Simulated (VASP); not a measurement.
Write the native input for VASP 6.6.1 that does the following.

```
Task                               : single point
Functional                         : PBE-based screened hybrid with 30 % exact exchange
Potentials or basis                : VASP PAW PBE potentials, release 64 (Ca_sv, Se)
Cutoff                             : 520 eV
k mesh                             : 4 × 4 × 4
Occupations                        : gaussian, width 0.01 eV
Spin                               : no spin polarisation
Dipole correction                  : no
Grid for exact exchange (PRECFOCK) : Normal
Share of exact exchange            : 0.3
Further INCAR settings             : ALGO = Normal; EDIFF = 1e-06; NBANDS = 15
Screening parameter                : 0.2078 1/Å
```

CaSe:

```
Ca Se
1.0
     0.00000    3.27956    3.27956
     3.27956    0.00000    3.27956
     3.27956    3.27956    0.00000
Ca Se
1 1
Direct
  0.00000 0.00000 0.00000
  0.25000 0.25000 0.25000
```

These files were run (other wordings do the same):

POSCAR

```
CaSe
1.0
    0.0000000000      3.2795613712      3.2795613712
    3.2795613712      0.0000000000      3.2795613712
    3.2795613712      3.2795613712      0.0000000000
Ca Se
1 1
Direct
    0.0000000000      0.0000000000      0.0000000000
    0.2500000000      0.2500000000      0.2500000000
```

INCAR.step1

```
SYSTEM = CaSe
PREC = Accurate
ENCUT = 520
EDIFF = 1E-5
ISMEAR = 0
SIGMA = 0.01
LREAL = .False.
LASPH = .True.
NELM = 60
ALGO = Normal
ISIF = 2
LWAVE = .True.
LCHARG = .False.
NBANDS = 15
GGA = PE
```

INCAR.step2

```
SYSTEM = CaSe
PREC = Accurate
ENCUT = 520
EDIFF = 1E-6
ISMEAR = 0
SIGMA = 0.01
LREAL = .False.
LASPH = .True.
NELM = 60
ALGO = Normal
ISIF = 2
LWAVE = .False.
LCHARG = .False.
GGA = PE
LHFCALC = .True.
AEXX = 0.3
HFSCREEN = 0.2078
PRECFOCK = Normal
NBANDS = 15
ISTART = 1
```

KPOINTS

```
regular mesh
0
Gamma
  4 4 4
  0 0 0
```

Potentials or basis: VASP PAW PBE potentials, release 64 (Ca_sv, Se).

Launch:

```bash
$ cat potpaw_PBE.64/Ca_sv/POTCAR potpaw_PBE.64/Se/POTCAR > POTCAR
$ cp INCAR.step1 INCAR
$ mpirun -np 1 vasp_std > vasp.out
$ cp INCAR.step2 INCAR
$ mpirun -np 1 vasp_std > vasp.out
```

It gave:

The pressure is 0.3 GPa and the band gap on the k mesh is 4.28 eV (least direct gap 4.36 eV).

Caveat: the PAW data sets were made with another functional, which shifts forces and pressure a little.

Run time: 11 min on 1 thread of Intel(R) Xeon(R) Platinum 8259CL CPU @ 2.50GHz (Skylake/Cascade Lake), on a shared host, peak memory 0.31 GiB.
